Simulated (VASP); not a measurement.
Here is a VASP 6.6.1 calculation.

INCAR

```
SYSTEM = B
PREC = Accurate ; ENCUT = 520
EDIFF = 1E-7 ; ISMEAR = 0
SIGMA = 0.1 ; LREAL = .False.
LASPH = .True. ; NELM = 80
ALGO = Normal ; ISIF = 2
LWAVE = .False. ; LCHARG = .False.
GGA = PE ; NBANDS = 14
```

KPOINTS

```
regular mesh
0
Gamma
  9 9 4
  0 0 0
```

The input POSCAR:

```
B
1.0
    3.0101192484      0.0000000000      0.0000000000
   -1.5050596242      2.6068397375      0.0000000000
    0.0000000000      0.0000000000      3.8644591730
B
4
Direct
    0.3333333333      0.6666666667      0.5000029129
    0.6666666667      0.3333333333      1.0000029129
    0.6666666667      0.3333333333      0.4999970871
    0.3333333333      0.6666666667     -0.0000029129
```

Potentials or basis: VASP PAW PBE potentials, release 64 (B).

Launch:

```console
$ cat potpaw_PBE.64/B/POTCAR > POTCAR
$ mpirun -np 1 vasp_std > vasp.out
```

Estimate the pressure.

0.1 GPa.

Predict the band gap on the k mesh.

zero (bands 6 and 7 overlap by 4.76 eV).

Caveat: the k points lie up to 0.41 Å⁻¹ apart, too coarse for converged energies and pressures of a metal.
